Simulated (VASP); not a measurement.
Fe, 1 atom in the cell. The structure is cubic, space group Im-3m (No. 229). The conventional cell has a = 2.866 Å, b = 2.866 Å, c = 2.866 Å, α = 90.00°, β = 90.00°, γ = 90.00°. Fe (site symmetry m-3m) has 14 Fe at 2.48 to 2.87 Å within 3.3 Å. 

```yaml
Program: VASP 6.6.1
Task: single point
Functional: PBE
Potentials_or_basis: VASP PAW PBE potentials, release 64 (Fe)
Cutoff: 520 eV
k_mesh: 12 × 12 × 12
Occupations: fermi-dirac, width 0.1 eV
Spin: no spin polarisation
Dipole_correction: no
Further_INCAR_settings: ALGO = Normal; EDIFF = 1e-06; NBANDS = 10
```

Potentials or basis: VASP PAW PBE potentials, release 64 (Fe).

The run is started by

```sh
$ cat potpaw_PBE.64/Fe/POTCAR > POTCAR
$ mpirun -np 1 vasp_std > vasp.out
```

Hardware: 1 thread of Intel Xeon 6975P-C, on a shared host.

Q: How long does it take, and how much memory?

A: Wall time 7 s on 1 thread of Intel Xeon 6975P-C (shared host), peak memory 0.12 GiB. Counts: scf iterations 12, k points 72.
